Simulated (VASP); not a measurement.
# Au: single point with revPBE+D3(BJ)

Au:

```xyz
2
Lattice="2.8805 0.0000 0.0000 -1.4403 2.4946 0.0000 0.0000 0.0000 4.8472" Properties=species:S:1:pos:R:3 pbc="T T T"
Au    0.0000    1.6631    3.6354
Au    1.4403    0.8315    1.2118
```

This isn't the form of Au at room conditions, which is fcc.

* Program: VASP 6.6.1
* Task: single point
* Functional: revPBE
* Dispersion: D3(BJ)
* Potentials or basis: VASP PAW PBE potentials, release 64 (Au)
* Cutoff: 500 eV
* k mesh: 9 × 9 × 5
* Occupations: methfessel-paxton, width 0.02 eV
* Spin: no spin polarisation
* Dipole correction: no
* Further INCAR settings: ALGO = Normal; EDIFF = 1e-06; NBANDS = 18

```json
{
  "Pressure": "-4.4 GPa",
  "Band gap on the k mesh": "zero (bands 11 and 12 overlap by 6.10 eV)",
  "Dispersion energy per atom": "-1.233 eV"
}
```

Stress tensor (GPa, compression positive):
```
-3.94  0.00  0.00
 0.00 -3.94  0.00
 0.00  0.00 -5.24
```

Levels at points of the mesh, in eV from the Fermi level:
| k point | band 9 | band 10 | band 11 | band 12 | band 13 | band 14 |
| --- | --- | --- | --- | --- | --- | --- |
| (0.00, 0.00, 0.00) | -3.39 | -2.09 | -2.09 | -0.93 | 2.67 | 14.71 |

It took 8.1 s on 1 thread of Intel(R) Xeon(R) 6975P-C (Granite Rapids), with other jobs on the host, peak memory 0.16 GiB.

Caveat: three body term missing; the cell stands under tension; the PAW data sets were made with another functional, which shifts forces and pressure a little; spin-orbit coupling is left out, which moves the levels of the heavy elements.
